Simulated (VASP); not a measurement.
Here is a VASP 6.6.1 calculation.

The input INCAR:

```
SYSTEM = Ni
PREC = Accurate
ENCUT = 600
EDIFF = 1E-6
ISMEAR = -1
SIGMA = 0.1
LREAL = .False.
LASPH = .True.
NELM = 150
ALGO = Normal
ISIF = 3
LWAVE = .False.
LCHARG = .False.
ISPIN = 2
MAGMOM = 1
LORBIT = 11
LMAXMIX = 4
GGA = PS
IBRION = 2
NSW = 32
EDIFFG = -0.005
PSTRESS = -22.0
```

Contents of KPOINTS:

```
regular mesh
0
Gamma
  18 18 17
  0 0 0
```

Contents of POSCAR:

```
Ni
1.0
    2.3809912302      0.0000000000      0.0000000000
   -1.1904956151      2.0619988915      0.0000000000
    0.0000000000      0.0000000000      2.3188707123
Ni
1
Direct
    0.0000000000      0.0000000000      0.0000000000
```

Potentials or basis: VASP PAW PBE potentials, release 64 (Ni).

Run with:

```console
$ cat potpaw_PBE.64/Ni/POTCAR > POTCAR
$ mpirun -np 1 vasp_std > vasp.out
```

Predict the site moments.

Ni +0.38 μB.

What does it give for the relaxed cell?

a = 2.380 Å, b = 2.380 Å, c = 2.316 Å, α = 90.00°, β = 90.00°, γ = 120.00°.

Predict the space group after relaxing (to 0.05 Å).

P6/mmm (No. 191).

Final structure:
```
Ni
1.0
     2.38034    0.00000    0.00000
    -1.19017    2.06143    0.00000
     0.00000    0.00000    2.31646
Ni
1
Cartesian
  0.0000 0.0000 2.3165
```
